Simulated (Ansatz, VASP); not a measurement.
Two plane-wave programs on BaTiO3

Contents of INCAR:

```
PREC = Accurate
ENCUT = 520
EDIFF = 1E-7
ISMEAR = -1
SIGMA = 0.05
LREAL = False
LASPH = True
NELM = 60
ALGO = Normal
ISIF = 2
LWAVE = False
LCHARG = False
GGA = PE
NBANDS = 51
```

File KPOINTS:

```
regular mesh
0
Gamma
  7 5 5
```

The input POSCAR:

```
BaTiO3
1.0
   -2.8276681600     -1.6325549700     -2.3177316100
    2.8276681600     -4.8976649200      0.0000000000
   -2.8276681600     -1.6325549700      4.6354632200
Ba Ti O
2 2 6
Direct
    0.0157454600      0.9951067300      0.9732589900
    0.9842545400      0.5048932700      0.5267410100
    0.5038597100      0.9895382000      0.5036220000
    0.4681402900      0.5104618000      0.0243780000
    0.5305500000      0.2316233900      0.7331572700
    0.4862500000      0.7582766100      0.2399427300
    0.4792171100      0.7573442300      0.7334846100
    0.5375828900      0.2527557700      0.2396153900
    0.9908878400      0.0289311200      0.4795032700
    0.0461121600      0.4710688800      0.0036967300
```

The input input.yaml:

```yaml
crystal:
  lattice:
    - [-2.82766816, -1.63255497, -2.31773161]
    - [2.82766816, -4.89766492, 0.0]
    - [-2.82766816, -1.63255497, 4.63546322]
  atoms:
    - { symbol: Ba, position: [0.01574546, 0.99510673, 0.97325899] }
    - { symbol: Ba, position: [0.98425454, 0.50489327, 0.52674101] }
    - { symbol: Ti, position: [0.50385971, 0.9895382, 0.503622] }
    - { symbol: Ti, position: [0.46814029, 0.5104618, 0.024378] }
    - { symbol: O, position: [0.53055, 0.23162339, 0.73315727] }
    - { symbol: O, position: [0.48625, 0.75827661, 0.23994273] }
    - { symbol: O, position: [0.47921711, 0.75734423, 0.73348461] }
    - { symbol: O, position: [0.53758289, 0.25275577, 0.23961539] }
    - { symbol: O, position: [0.99088784, 0.02893112, 0.47950327] }
    - { symbol: O, position: [0.04611216, 0.47106888, 0.00369673] }
hamiltonian:
  xc: pbe
  pseudopotentials: { kind: paw }
kpoints:
  mp_grid: { grid: [7, 5, 5] }
scf:
  occupations: { method: fermi_dirac, width: 0.05 }
output:
  forces: true
  stress: true
  eigenvalues: true
  write_density: true
  write_potential: true
  elf: true
  volumetric_format: npy
```

Alike in both runs: task single point; functional PBE; k mesh 7 × 5 × 5; occupations fermi-dirac, width 0.05 eV; no spin polarisation.

|  | VASP | Ansatz |
| --- | --- | --- |
| version | VASP 6.6.1 | Ansatz 0.2.0 |
| potentials or method | VASP PAW PBE potentials, release 64 (Ba_sv, Ti_sv, O) | Ansatz PAW |
| plane-wave cutoff (eV) | 520 | 420 |
| valence electrons in the cell | 80 | 80 |

Ansatz gave:

* gap on the k mesh at the Fermi level (eV): 2.28
* least direct gap on the mesh (eV): 2.35
* pressure (GPa): 8.5
* traceless stress, the component that is largest in VASP (GPa): 2.01
* rms of the force components (eV/Å): 1.119

**Question.** Which values does VASP return?

**Answer.** gap on the k mesh at the Fermi level (eV): 2.24; least direct gap on the mesh (eV): 2.33; pressure (GPa): 10.4; traceless stress, the component that is largest in VASP (GPa): 2.08; rms of the force components (eV/Å): 1.153.

Atom by atom the forces differ by 0.054 eV/Å (rms over components). The functional is the same, so the differences come from potentials, cutoffs and numerics.

Spin-orbit coupling is off throughout. Noted on Ansatz's run: odd divisions of the mesh miss points on the zone boundary, where band edges often lie, so the gap on the mesh can be too wide.
